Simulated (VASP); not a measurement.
Na3H:

```
CELL_PARAMETERS angstrom
4.77648 0.00000 0.00000
0.00000 4.77648 0.00000
0.00000 0.00000 4.64447
ATOMIC_POSITIONS crystal
Na 0.00000 0.50000 0.50000
Na 0.50000 0.00000 0.50000
Na 0.50000 0.50000 0.00000
H 0.00000 0.00000 0.00000
```

The cell was built from a structure type or drawn by symmetry, and may not be a known phase.

* Program: VASP 6.6.1
* Task: relaxation of cell and atoms
* Functional: PBE
* Potentials or basis: VASP PAW PBE potentials, release 64 (Na_sv, H)
* Cutoff: 970 eV
* k mesh: 10 × 10 × 10
* Occupations: gaussian, width 0.1 eV
* Spin: no spin polarisation

At the start: pressure -0.6 GPa; volume 26.49 Å³/atom.

Question: How do energy, volume and symmetry change on relaxing?

Answer: Over 3 steps the energy falls by 2.7 meV/atom and the volume is 25.05 Å³/atom (-5.4 %); space group P4/mmm (No. 123, to 0.1 Å) before and after.

Step by step:
```csv
step,energy change (eV),largest force (eV/Å),pressure (GPa),volume (Å³)
1,0.0000,0.0000,-0.58,105.96
2,-0.0047,0.0000,-0.45,104.50
3,-0.0109,0.0000,0.00,100.19
```

Final structure:
```
Na H
1.0
     4.68549    0.00000    0.00000
     0.00000    4.68549    0.00000
     0.00000    0.00000    4.56356
Na H
3 1
Direct
  0.00000 0.50000 0.50000
  0.50000 0.00000 0.50000
  0.50000 0.50000 0.00000
  0.00000 0.00000 0.00000
```
